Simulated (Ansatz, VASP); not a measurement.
**Li3Mg3H2 in VASP and in Ansatz**

```
Li Mg H
1.0
     2.77112    1.59991    4.23506
    -2.77112    1.59991    4.23506
     0.00000   -3.19981    4.23506
Li Mg H
3 3 2
Direct
  0.50000 0.50000 0.00000
  0.00000 0.50000 0.50000
  0.50000 0.00000 0.50000
  0.00000 0.00000 0.50000
  0.50000 0.00000 0.00000
  0.00000 0.50000 0.00000
  0.50000 0.50000 0.50000
  0.00000 0.00000 0.00000
```

Alike in both runs: task single point; functional PBE; k mesh 6 × 6 × 6; occupations gaussian, width 0.1 eV; no spin polarisation.

|  | VASP | Ansatz |
| --- | --- | --- |
| version | VASP 6.6.1 | Ansatz 0.2.0 |
| potentials or method | VASP PAW PBE potentials, release 64 (Li_sv, Mg, H), cutoff 750 eV | scalar-relativistic, plane waves, PAW |
| valence electrons in the cell | 17 | 41 |

|  | VASP | Ansatz | Ansatz less VASP |
| --- | --- | --- | --- |
| gap on the k mesh at the Fermi level (eV) | none | none | - |
| pressure (GPa) | 7.4 | 7.5 | +0.08 |
| traceless stress, the component that is largest in VASP (GPa) | -1.93 | -1.93 | +0.001 |

A gap of «none» marks a metal or a gap that the smearing closes. VASP's potentials hold 17 valence electrons a cell and Ansatz's 41, so a difference there can come from the potentials and not from the codes.
